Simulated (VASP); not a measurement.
# KCl (Fm-3m) in VASP: further runs

The runs below take KCl through single point, with r2SCAN.

All numbers are computed with VASP 6.6.1; they aren't measurements. Logs are shortened: lines on timing, memory, paths and dates and some standing lists are left out, and cuts for length are marked.

## (1) The cell of the first run

It takes space group Fm-3m (No. 225, cubic). Conventional cell: a = 6.352 Å, b = 6.352 Å, c = 6.352 Å, α = 90.00°, β = 90.00°, γ = 90.00°. K (site symmetry m-3m) has 6 Cl at 3.18 Å within 4.2 Å. Cl (site symmetry m-3m) has 6 K at 3.18 Å within 4.2 Å.

## (2) Single point, r2SCAN (equal strain along all axes, cell held: +1.0 %)

POSCAR reads:

```
KCl
1.0
    3.1759371816      3.1759371816      0.0000000000
   -3.1759371816      3.1759371816      0.0000000000
    0.0000000000      0.0000000000      6.3518743631
K Cl
2 2
Direct
    0.0000000000      0.0000000000      0.0000000000
    0.5000000000      0.5000000000      0.5000000000
    0.5000000000      0.5000000000      0.0000000000
    0.0000000000      0.0000000000      0.5000000000
```

INCAR.step1 reads:

```
PREC = Accurate ; ENCUT = 520
ISMEAR = 0 ; SIGMA = 0.02
LREAL = F ; LASPH = T
NELM = 80 ; NBANDS = 24
GGA = PE ; ALGO = Normal
EDIFF = 1E-4 ; LWAVE = T
LCHARG = F
```

INCAR.step2 reads:

```
PREC = Accurate ; ENCUT = 520
EDIFF = 1E-6 ; ISMEAR = 0
SIGMA = 0.02 ; LREAL = F
LASPH = T ; NELM = 80
ALGO = Normal ; ISIF = 2
LWAVE = F ; LCHARG = F
METAGGA = R2SCAN ; LMIXTAU = T
NBANDS = 24 ; ISTART = 1
```

KPOINTS reads:

```
regular mesh
0
Gamma
  6 6 4
```

Potentials or basis: VASP PAW PBE potentials, release 64 (K_sv, Cl).

Command:

```console
$ cat potpaw_PBE.64/K_sv/POTCAR potpaw_PBE.64/Cl/POTCAR > POTCAR
$ cp INCAR.step1 INCAR
$ mpirun -np 1 vasp_std > vasp.out
$ cp INCAR.step2 INCAR
$ mpirun -np 1 vasp_std > vasp.out
```

OUTCAR:

```text
PREC = Accurate
   ENCUT = 520
   EDIFF = 1E-6
   ISMEAR = 0
   LREAL = F
   LASPH = T
   NELM = 80
   ISIF = 2
   METAGGA = R2SCAN
   ISTART = 1

 ion  position               nearest neighbor table
   1  0.000  0.000  0.000-   4 3.18   4 3.18   3 3.18   3 3.18   3 3.18   3 3.18
   2  0.500  0.500  0.500-   3 3.18   3 3.18   4 3.18   4 3.18   4 3.18   4 3.18
   3  0.500  0.500  0.000-   2 3.18   2 3.18   1 3.18   1 3.18   1 3.18   1 3.18
   4  0.000  0.000  0.500-   1 3.18   1 3.18   2 3.18   2 3.18   2 3.18   2 3.18

  LATTYP: Found a simple tetragonal cell.
 ALAT       =     4.4914534355
 C/A-ratio  =     1.4142135624

  Lattice vectors:

 A1 = (   3.1759371816,   3.1759371816,   0.0000000000)
 A2 = (  -3.1759371816,   3.1759371816,   0.0000000000)
 A3 = (   0.0000000000,   0.0000000000,   6.3518743631)

Analysis of symmetry for initial positions (statically):
=====================================================================
 Subroutine PRICEL returns following result:

  LATTYP: Found a face centered cubic cell.
 ALAT       =     6.3518743632

  Lattice vectors:

 A1 = (   0.0000000000,  -3.1759371816,  -3.1759371816)
 A2 = (   3.1759371816,   0.0000000000,  -3.1759371816)
 A3 = (   3.1759371816,  -3.1759371816,   0.0000000000)

   2 primitive cells build up your supercell.

 Routine SETGRP: Setting up the symmetry group for a
 simple tetragonal supercell.

 Subroutine GETGRP returns: Found 16 space group operations
 (whereof 16 operations were pure point group operations)
 out of a pool of 16 trial point group operations.

The static configuration has the point symmetry D_4h.

Analysis of symmetry for dynamics (positions and initial velocities):
=====================================================================
 Subroutine PRICEL returns following result:

  LATTYP: Found a face centered cubic cell.
 ALAT       =     6.3518743632

  Lattice vectors:

 A1 = (   0.0000000000,  -3.1759371816,  -3.1759371816)
 A2 = (   3.1759371816,   0.0000000000,  -3.1759371816)
 A3 = (   3.1759371816,  -3.1759371816,   0.0000000000)
[... 102 lines left out ...]
   ISTART =      1    job   : 0-new  1-cont  2-samecut
   ICHARG =      0    charge: 1-file 2-atom 10-const
   ISPIN  =      1    spin polarized calculation?
   LNONCOLLINEAR =      F non collinear calculations
   LSORBIT =      F    spin-orbit coupling
   LASPH  =      T    aspherical Exc in radial PAW
   ENCUT  =  520.0 eV  38.22 Ry    6.18 a.u.   8.35  8.35 11.81*2*pi/ulx,y,z
   NELM   =     80;   NELMIN=  2; NELMDL=  0     # of ELM steps
   EDIFF  = 0.1E-05   stopping-criterion for ELM
   LREAL  =      F    real-space projection
   EDIFFG = 0.1E-04   stopping-criterion for IOM
   NSW    =      0    number of steps for IOM
   IBRION =     -1    ionic relax: 0-MD 1-quasi-New 2-CG
   NFREE  =      0    steps in history (QN), initial steepest desc. (CG)
   ISIF   =      2    stress and relaxation
   ISYM   =      2    0-nonsym 1-usesym 2-fastsym
   POTIM  = 0.5000    time-step for ionic-motion
   TEBEG  =    0.0;   TEEND  =   0.0 temperature during run
   PSTRESS=    0.0 pullay stress
   NELECT =      32.0000    total number of electrons
   NUPDOWN=      -1.0000    fix difference up-down
   EMIN   =  10.00;   EMAX   =-10.00  energy-range for DOS
   EFERMI =   0.00;   METHOD = LEGACY
   ISMEAR =     0;   SIGMA  =   0.02  broadening in eV -4-tet -1-fermi 0-gaus
   EFERMI_NEDOS =   21; number of points for ismear=-14 and -15
   IALGO  =     38    algorithm
   IMIX   =      4    mixing-type and parameters
     AMIX     =   0.40;   BMIX     =  1.00
     AMIX_MAG =   1.60;   BMIX_MAG =  1.00
  volume/ion in A,a.u.               =      32.03       216.18
  Fermi-wavevector in a.u.,A,eV,Ry     =   1.030939  1.948192 14.460748  1.062835
  Thomas-Fermi vector in A             =   2.165062
   LORBIT       =      0    0 simple, 1 ext, 2 COOP (PROOUT), +10 PAW based schemes
   METAGGA = R2SCAN    functional components
   LHFCALC =     F    Hartree Fock is set to
   AEXX    =    0.0000 exact exchange contribution
   IVDW    =     0    specifies the selected vdW correction
   LEPSILON=     F    determine dielectric tensor
   LRPA    =     F    only Hartree local field effects (RPA)
 non-spin polarized calculation
 Gauss-broadening in eV      SIGMA  =   0.02
  energy-cutoff  :      520.00
  volume of cell :      128.14
 maximum number of plane-waves:      3488
 NGX is ok and might be reduce to    36
   NGX = 17   NGY = 17   NGZ = 23

 number of electron      31.9999994 magnetization

 Free energy of the ion-electron system (eV)
  ---------------------------------------------------
  ext. energy  EPLUGINS =         0.00000000
  ---------------------------------------------------
  free energy    TOTEN  =       -33.00815568 eV

  energy without entropy =      -33.00815568  energy(sigma->0) =      -33.00815568

 E-fermi :  -2.2781     XC(G=0):  -7.8284

 val. band max:       -2.3719749750   @ k =   0.0000   0.0000   0.0000
 cond. band min:       3.3602911856   @ k =   0.0000   0.0000   0.0000
 fundamental gap:      5.7322661605
 Fermi energy:        -2.2781144106

 k-point     1 :       0.0000    0.0000    0.0000
  band No.  band energies     occupation
      1     -30.7106      2.00000
      2     -30.6991      2.00000
      3     -15.0109      2.00000
      4     -14.9158      2.00000
      5     -13.5247      2.00000
      6     -13.4498      2.00000
[... 637 lines left out ...]
     23       8.8590      0.00000
     24       8.8590      0.00000

 [... further k-points ...]

------------------------ aborting loop because EDIFF is reached ----------------------------------------

  FORCE on cell =-STRESS in cart. coord.  units (eV):
  Direction    XX          YY          ZZ          XY          YZ          ZX
  --------------------------------------------------------------------------------------
  -------------------------------------------------------------------------------------
  Total       -0.4247043     -0.4247043     -0.4235310      0.0000000      0.0000000      0.0000000
  in kB       -5.3103307     -5.3103307     -5.2956602      0.0000000      0.0000000      0.0000000
  external PRESSURE =      -5.3054405 kB  Pullay stress =       0.0000000 kB

 VOLUME and BASIS-vectors are now :
 -----------------------------------------------------------------------------
  energy-cutoff  :      520.00
  volume of cell :      128.14
      direct lattice vectors                 reciprocal lattice vectors
     3.175937182  3.175937182  0.000000000     0.157433844  0.157433844  0.000000000
    -3.175937182  3.175937182  0.000000000    -0.157433844  0.157433844  0.000000000
     0.000000000  0.000000000  6.351874363     0.000000000  0.000000000  0.157433844

 POSITION                                       TOTAL-FORCE (eV/Angst)
 -----------------------------------------------------------------------------------
      0.00000      0.00000      0.00000        -0.000000     -0.000000     -0.000000
      0.00000      3.17594      3.17594        -0.000000     -0.000000      0.000000
      0.00000      3.17594      0.00000         0.000000      0.000000     -0.000000
      0.00000      0.00000      3.17594         0.000000      0.000000     -0.000000
 -----------------------------------------------------------------------------------
    total drift:                               -0.000000      0.000000      0.000000

  FREE ENERGIE OF THE ION-ELECTRON SYSTEM (eV)
  ---------------------------------------------------
  free  energy   TOTEN  =       -33.0081556847 eV

  energy  without entropy=      -33.0081556847  energy(sigma->0) =      -33.00815568
```

OSZICAR.step1:

```text
N       E                     dE             d eps       ncg     rms          rms(c)
DAV:   1     0.235936368645E+03    0.23594E+03   -0.14324E+04  1440   0.118E+03
DAV:   2     0.346594543582E+01   -0.23247E+03   -0.21995E+03  1856   0.304E+02
DAV:   3    -0.138370816035E+02   -0.17303E+02   -0.17225E+02  2384   0.712E+01
DAV:   4    -0.142029126479E+02   -0.36583E+00   -0.36513E+00  2056   0.105E+01
DAV:   5    -0.142185002003E+02   -0.15588E-01   -0.15587E-01  2192   0.168E+00    0.454E+00
DAV:   6    -0.136205466295E+02    0.59795E+00   -0.10991E+00  1768   0.409E+00    0.365E+00
DAV:   7    -0.135893884795E+02    0.31158E-01   -0.29725E-01  1880   0.229E+00    0.228E+00
DAV:   8    -0.136180538335E+02   -0.28665E-01   -0.61628E-02  2080   0.135E+00    0.441E-01
DAV:   9    -0.136180723593E+02   -0.18526E-04   -0.57616E-03  1872   0.338E-01    0.137E-01
DAV:  10    -0.136199733876E+02   -0.19010E-02   -0.20115E-03  1840   0.253E-01    0.240E-02
DAV:  11    -0.136200158905E+02   -0.42503E-04   -0.55804E-05  1464   0.383E-02
   1 F= -.13620016E+02 E0= -.13620016E+02  d E =-.136805E-20
```

It took 2.2 min on 1 thread of Intel Xeon 6975P-C (Granite Rapids), shared host; peak memory 0.29 GiB.

Results:

```
Free energy            : -33.0082 eV
Pressure               : -0.5 GPa
Band gap on the k mesh : 5.73 eV
```

Caveat: the cell differs from its parent crystal (equal strain along all axes, cell held: +1.0 %); the PAW data sets were made with another functional, which shifts forces and pressure a little. A k mesh can miss the band edges.

## (3) Single point, r2SCAN

POSCAR is that of step 2.

INCAR.step1 reads:

```
SYSTEM = KCl
ALGO = Normal
EDIFF = 1E-4
ENCUT = 520
GGA = PE
ISMEAR = 0
LASPH = .True.
LCHARG = .False.
LREAL = .False.
LWAVE = .True.
NBANDS = 24
NELM = 60
PREC = Accurate
SIGMA = 0.02
```

INCAR.step2 reads:

```
SYSTEM = KCl
ALGO = Normal
EDIFF = 1E-6
ENCUT = 520
ISIF = 2
ISMEAR = 0
ISTART = 1
LASPH = .True.
LCHARG = .False.
LMIXTAU = .True.
LREAL = .False.
LWAVE = .False.
METAGGA = R2SCAN
NBANDS = 24
NELM = 60
PREC = Accurate
SIGMA = 0.02
```

KPOINTS reads:

```
k-points
0
Gamma
  6 6 4
  0 0 0
```

Potentials or basis: VASP PAW PBE potentials, release 64 (K_sv, Cl).

Command:

```console
$ cat potpaw_PBE.64/K_sv/POTCAR potpaw_PBE.64/Cl/POTCAR > POTCAR
$ cp INCAR.step1 INCAR
$ mpirun -np 1 vasp_std > vasp.out
$ cp INCAR.step2 INCAR
$ mpirun -np 1 vasp_std > vasp.out
```

OUTCAR:

```text
SYSTEM = KCl
   EDIFF = 1E-6
   ENCUT = 520
   ISIF = 2
   ISMEAR = 0
   ISTART = 1
   LASPH = .True.
   LREAL = .False.
   METAGGA = R2SCAN
   NELM = 60
   PREC = Accurate

 ion  position               nearest neighbor table
   1  0.000  0.000  0.000-   4 3.18   4 3.18   3 3.18   3 3.18   3 3.18   3 3.18
   2  0.500  0.500  0.500-   3 3.18   3 3.18   4 3.18   4 3.18   4 3.18   4 3.18
   3  0.500  0.500  0.000-   2 3.18   2 3.18   1 3.18   1 3.18   1 3.18   1 3.18
   4  0.000  0.000  0.500-   1 3.18   1 3.18   2 3.18   2 3.18   2 3.18   2 3.18

[... 866 lines left out ...]
  --------------------------------------------------------------------------------------
  -------------------------------------------------------------------------------------
  Total       -0.4247043     -0.4247043     -0.4235310      0.0000000      0.0000000      0.0000000
  in kB       -5.3103307     -5.3103307     -5.2956602      0.0000000      0.0000000      0.0000000
  external PRESSURE =      -5.3054405 kB  Pullay stress =       0.0000000 kB

 VOLUME and BASIS-vectors are now :
 -----------------------------------------------------------------------------
  energy-cutoff  :      520.00
  volume of cell :      128.14
      direct lattice vectors                 reciprocal lattice vectors
     3.175937182  3.175937182  0.000000000     0.157433844  0.157433844  0.000000000
    -3.175937182  3.175937182  0.000000000    -0.157433844  0.157433844  0.000000000
     0.000000000  0.000000000  6.351874363     0.000000000  0.000000000  0.157433844

 POSITION                                       TOTAL-FORCE (eV/Angst)
 -----------------------------------------------------------------------------------
      0.00000      0.00000      0.00000        -0.000000     -0.000000     -0.000000
      0.00000      3.17594      3.17594        -0.000000     -0.000000      0.000000
      0.00000      3.17594      0.00000         0.000000      0.000000     -0.000000
      0.00000      0.00000      3.17594         0.000000      0.000000     -0.000000
 -----------------------------------------------------------------------------------
    total drift:                               -0.000000      0.000000      0.000000

  FREE ENERGIE OF THE ION-ELECTRON SYSTEM (eV)
  ---------------------------------------------------
  free  energy   TOTEN  =       -33.0081556847 eV

  energy  without entropy=      -33.0081556847  energy(sigma->0) =      -33.00815568
```

Run time: 2.2 min. Hardware: 1 thread of Intel Xeon 6975P-C (Granite Rapids), shared host; peak memory 0.29 GiB.

Results:

- Free energy: -33.0082 eV
- Pressure: -0.5 GPa
- Band gap on the k mesh: 5.73 eV

Caveat: the PAW data sets were made with another functional, which shifts forces and pressure a little. A k mesh can miss the band edges.

## (4) Single point, r2SCAN

This run uses another cell than the first one, of 33.00 Å³/atom.

POSCAR reads:

```
KCl
1.0
    3.2073821042      3.2073821042      0.0000000000
   -3.2073821042      3.2073821042      0.0000000000
    0.0000000000      0.0000000000      6.4147642083
K Cl
2 2
Direct
    0.0000000000      0.0000000000      0.0000000000
    0.5000000000      0.5000000000      0.5000000000
    0.5000000000      0.5000000000      0.0000000000
    0.0000000000      0.0000000000      0.5000000000
```

INCAR.step1 reads:

```
SYSTEM = KCl
ALGO = Normal ; EDIFF = 1E-4
ENCUT = 520 ; GGA = PE
ISMEAR = 0 ; LASPH = .TRUE.
LCHARG = .FALSE. ; LREAL = .FALSE.
LWAVE = .TRUE. ; NBANDS = 24
NELM = 80 ; PREC = Accurate
SIGMA = 0.02
```

INCAR.step2 reads:

```
SYSTEM = KCl
ALGO = Normal ; EDIFF = 1E-6
ENCUT = 520 ; ISIF = 2
ISMEAR = 0 ; ISTART = 1
LASPH = .TRUE. ; LCHARG = .TRUE.
LELF = .TRUE. ; LMIXTAU = .TRUE.
LREAL = .FALSE. ; LVHAR = .TRUE.
LWAVE = .FALSE. ; METAGGA = R2SCAN
NBANDS = 24 ; NELM = 80
PREC = Accurate ; SIGMA = 0.02
```

KPOINTS reads:

```
k-points
0
G
  6 6 4
  0 0 0
```

Command:

```console
$ cat potpaw_PBE.64/K_sv/POTCAR potpaw_PBE.64/Cl/POTCAR > POTCAR
$ cp INCAR.step1 INCAR
$ mpirun -np 1 vasp_std > vasp.out
$ cp INCAR.step2 INCAR
$ mpirun -np 1 vasp_std > vasp.out
```

Run time: 2.2 min. Hardware: 1 thread of Intel Xeon 6975P-C (Granite Rapids), shared host; peak memory 0.29 GiB.

Results (log left out):

- Free energy: -32.9912 eV
- Pressure: -1.0 GPa
- Band gap on the k mesh: 5.63 eV

Levels at points of the mesh, in eV from the valence-band top:
```
           k point  band 12  band 13  band 14  band 15  band 16  band 17  band 18  band 19  band 20  band 21
(0.00, 0.00, 0.00)    -0.21    -0.21     0.00     0.00     0.00     5.63     7.08     8.95     9.00     9.00
(0.50, 0.00, 0.00)    -0.73    -0.30    -0.30    -0.27    -0.27     8.02     8.02     8.60     8.60    10.42
(0.50, 0.50, 0.00)    -0.63    -0.21    -0.21    -0.21    -0.21     7.08     7.08     8.95     8.95    10.35
(0.00, 0.00, 0.50)    -0.56    -0.12    -0.12    -0.12    -0.12     7.07     7.07     7.81     7.81    10.46
(0.50, 0.00, 0.50)    -0.95    -0.28    -0.28    -0.28    -0.28     7.96     7.96     9.01     9.01    11.13
(0.50, 0.50, 0.50)    -0.45    -0.45    -0.45    -0.43    -0.43     8.50     8.50     8.50     8.50    10.12
```

Caveat: the PAW data sets were made with another functional, which shifts forces and pressure a little. A k mesh can miss the band edges.
